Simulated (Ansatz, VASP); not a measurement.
# Two plane-wave programs on HfS2

```
S Hf
1.0
     3.87161    0.00000    0.00000
    -1.93581    3.35292    0.00000
     0.00000    0.00000   31.82442
S Hf
2 1
Cartesian
  1.9358 1.1176 14.4569
  0.0000 2.2353 17.3675
  0.0000 0.0000 15.9122
```

Change from the starting cell: biaxial strain +0.070, atoms relaxed.

Alike in both runs: task relaxation of the atoms; functional PBE; dispersion D3(BJ); k mesh 9 × 9 × 1; occupations gaussian, width 0.02 eV; no spin polarisation.

```csv
,VASP,Ansatz
version,VASP 6.6.1,Ansatz 0.2.0
potentials or method,"VASP PAW PBE potentials, release 64 (S, Hf_pv), cutoff 450 eV","scalar-relativistic, plane waves, PAW"
valence electrons in the cell,22,38
```

```csv
,VASP,Ansatz,Ansatz less VASP
"gap on the k mesh at the Fermi level, each at its own relaxed structure (eV)",1.84,1.83,-0.006
```

VASP's potentials hold 22 valence electrons a cell and Ansatz's 38, so a difference there can come from the potentials and not from the codes. Ansatz's warnings: stress scf threshold loose, xc potential rough in thin density.

Neither program's run includes spin-orbit coupling.
